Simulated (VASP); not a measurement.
Set up this calculation in VASP 6.6.1, as the native input.

```yaml
Task: single point
Functional: r2SCAN
Potentials_or_basis: VASP PAW PBE potentials, release 64 (Si, Ni)
Cutoff: 520 eV
k_mesh: 14 × 14 × 14
Occupations: gaussian, width 0.1 eV
Spin: no spin polarisation
Dipole_correction: no
Further_INCAR_settings: ALGO = Normal; EDIFF = 1e-07; NBANDS = 16
```

Crystal: Si2Ni.

```
Si Ni
1.0
     0.00000    2.71970    2.71970
     2.71970    0.00000    2.71970
     2.71970    2.71970    0.00000
Si Ni
2 1
Cartesian
  1.3598 1.3598 1.3598
  4.0795 4.0795 4.0795
  0.0000 0.0000 0.0000
```

These files were run (other wordings do the same):

POSCAR

```
Si2Ni
1.0
    0.0000000000      2.7196983856      2.7196983856
    2.7196983856      0.0000000000      2.7196983856
    2.7196983856      2.7196983856      0.0000000000
Si Ni
2 1
Direct
    0.2500000000      0.2500000000      0.2500000000
    0.7500000000      0.7500000000      0.7500000000
    0.0000000000      0.0000000000      0.0000000000
```

INCAR.step1

```
ALGO     = Normal         # electronic algorithm
EDIFF    = 1E-4           # SCF threshold, eV
ENCUT    = 520            # plane-wave cutoff, eV
GGA      = PE             # functional
ISMEAR   = 0              # smearing method
LASPH    = True           # aspherical terms in the spheres
LCHARG   = False          # write CHGCAR
LREAL    = False          # projectors in reciprocal space
LWAVE    = True           # write WAVECAR
NBANDS   = 16             # bands
NELM     = 60             # most SCF steps
PREC     = Accurate       # precision mode
SIGMA    = 0.1            # smearing width, eV
```

INCAR.step2

```
ALGO     = Normal         # electronic algorithm
EDIFF    = 1E-7           # SCF threshold, eV
ENCUT    = 520            # plane-wave cutoff, eV
ISIF     = 2              # what is computed and relaxed
ISMEAR   = 0              # smearing method
ISTART   = 1            
LASPH    = True           # aspherical terms in the spheres
LCHARG   = False          # write CHGCAR
LMIXTAU  = True         
LREAL    = False          # projectors in reciprocal space
LWAVE    = False          # write WAVECAR
METAGGA  = R2SCAN         # meta-GGA
NBANDS   = 16             # bands
NELM     = 60             # most SCF steps
PREC     = Accurate       # precision mode
SIGMA    = 0.1            # smearing width, eV
```

KPOINTS

```
k-points
0
Gamma
  14 14 14
```

Potentials or basis: VASP PAW PBE potentials, release 64 (Si, Ni).

The run is started by

```console
$ cat potpaw_PBE.64/Si/POTCAR potpaw_PBE.64/Ni/POTCAR > POTCAR
$ cp INCAR.step1 INCAR
$ mpirun -np 1 vasp_std > vasp.out
$ cp INCAR.step2 INCAR
$ mpirun -np 1 vasp_std > vasp.out
```

Results of the run:

- Pressure: -4.5 GPa
- Band gap on the k mesh: zero (bands 9 and 10 overlap by 2.12 eV)

Caveat: the cell stands under tension; the PAW data sets were made with another functional, which shifts forces and pressure a little.

It took 6.9 min on 1 thread of Intel Xeon 8259CL, with other jobs on the host, peak memory 0.22 GiB.
